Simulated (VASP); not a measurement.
A run of VASP 6.6.1 is set up as follows.

INCAR

```
ALGO = Normal
EDIFF = 1E-6
ENCUT = 520
GGA = PE
ISIF = 2
ISMEAR = -1
LASPH = True
LCHARG = False
LREAL = False
LWAVE = False
NBANDS = 13
NELM = 80
PREC = Accurate
SIGMA = 0.08
```

Contents of KPOINTS:

```
k-points
0
Gamma
  14 14 8
```

POSCAR

```
Se
1.0
    2.7913673584      0.0000000000      0.0000000000
   -1.3956836792      2.4173950437      0.0000000000
    0.0000000000      0.0000000000      3.9679634398
Se
2
Direct
    0.3333333333      0.6666666667      0.2500000000
    0.6666666667      0.3333333333      0.7500000000
```

Potentials or basis: VASP PAW PBE potentials, release 64 (Se).

The run is started by

```console
$ cat potpaw_PBE.64/Se/POTCAR > POTCAR
$ mpirun -np 1 vasp_std > vasp.out
```

Question: Predict the band gap on the k mesh.

Answer: Zero (band 6 reaches 15.71 eV, above the bottom of band 7 at 8.49 eV).

Question: Estimate the pressure.

Answer: 79.0 GPa.

Stress tensor (GPa, compression positive):
```
78.82  0.00  0.00
 0.00 78.82  0.00
 0.00  0.00 79.29
```
